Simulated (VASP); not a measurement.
Set up this calculation in VASP 6.6.1, as the native input.

- Task: single point
- Functional: PBE
- Dispersion: D3(BJ)
- Potentials or basis: VASP PAW PBE potentials, release 64 (S, H, O, C)
- Cutoff: 520 eV
- k mesh: 1 × 1 × 1
- Occupations: fermi-dirac, width 0.02 eV
- Spin: no spin polarisation
- Dipole correction: no
- Further INCAR settings: LREAL = Auto; ALGO = Normal; EDIFF = 1e-06; NBANDS = 91

The structure of H4CSO2 lies in POSCAR:

```
H4CSO2
1.0
    8.5040350000      0.0000000000      0.0000000000
    0.0000000000      8.5040350000      0.0000000000
    0.0000000000      0.0000000000      8.5040350000
S H O C
5 20 10 5
Direct
    0.2759866346      0.3266096624      0.1382755363
    0.5470932328      0.8448930420      0.6599337844
    0.4697299576      0.3136863853      0.6379677412
    0.5853221441      0.9520421776      0.0480712979
    0.9539118783      0.1672500172      0.7823462627
    0.3530559317      0.3215414800      0.0039628247
    0.1322548649      0.3293612973      0.0551738087
    0.5946706475      0.9858614176      0.5975869102
    0.3907792007      0.8849563766      0.6372151573
    0.5602634514      0.4102170323      0.5590287434
    0.3804429309      0.3356877059      0.5131328834
    0.5745155094      0.9398479663     -0.1119468582
    0.4514797975      0.8651657713      0.0423681229
    1.0569923572      0.0972479535      0.6846749808
    0.8435995383      0.0716248228      0.7234095344
    0.9115555145      0.5226930510      0.7077934181
    0.8072638459      0.6995737906      0.4554073449
    0.0971186031      0.7719041608      0.3589472527
    0.2189196070      0.9763130091      0.1227534929
    0.2515864528      0.5447178898      0.7168009069
    0.1538681344      0.7401662858      0.9556639877
    0.9979380376      0.2402506575      0.4676838701
    0.7842277225      0.1647218056      0.1925556515
    0.3460004574      0.5524553932      0.2495991609
    0.5952821220      0.7491737746      0.3501396690
    0.8346390860      0.6064885669      0.6621562588
    1.0323452338      0.5936476038      0.4820300011
    0.1184261354      0.7898956201      0.2475295551
    0.2295733731      0.9788059433      0.3743164274
    0.2622637372      0.6289602524      0.7844746641
    0.0234594519      0.5463524080      0.8874375517
    0.9439048640      0.2457774456      0.3625337854
    0.7952577806      0.0138522478      0.3789965587
    0.3856992592      0.6537367262      0.2902857291
    0.5935182534      0.5027260589      0.3067720206
    0.9040884709      0.6451525658      0.5297720435
    0.1962715346      0.9196810690      0.2484702850
    0.1404392150      0.6342048216      0.8852856321
    0.8413888231      0.1350888137      0.3160029327
    0.5357104010      0.6341225077      0.3117108526
```

One way to write it, as run:

INCAR

```
ALGO = Normal
EDIFF = 1E-6
ENCUT = 520
GGA = PE
ISIF = 2
ISMEAR = -1
IVDW = 12
LASPH = T
LCHARG = T
LELF = T
LREAL = Auto
LVHAR = T
LWAVE = F
NBANDS = 91
NELM = 80
PREC = Accurate
SIGMA = 0.02
```

KPOINTS

```
k-points
0
Gamma
  1 1 1
```

Potentials or basis: VASP PAW PBE potentials, release 64 (S, H, O, C).

The run is started by

```sh
$ cat potpaw_PBE.64/S/POTCAR potpaw_PBE.64/H/POTCAR potpaw_PBE.64/O/POTCAR potpaw_PBE.64/C/POTCAR > POTCAR
$ mpirun -np 1 vasp_gam > vasp.out
```

It gave:

```yaml
Pressure: 0.4 GPa
Largest_force: 3.538 eV/Å
Band_gap_on_the_k_mesh: 3.46 eV
Dispersion_energy_per_atom: -0.051 eV
```

Caveat: the k points lie up to 0.74 Å⁻¹ apart.

Wall time 3.9 min on 1 thread of Intel Xeon 8259CL, with other jobs on the host, peak memory 0.57 GiB.
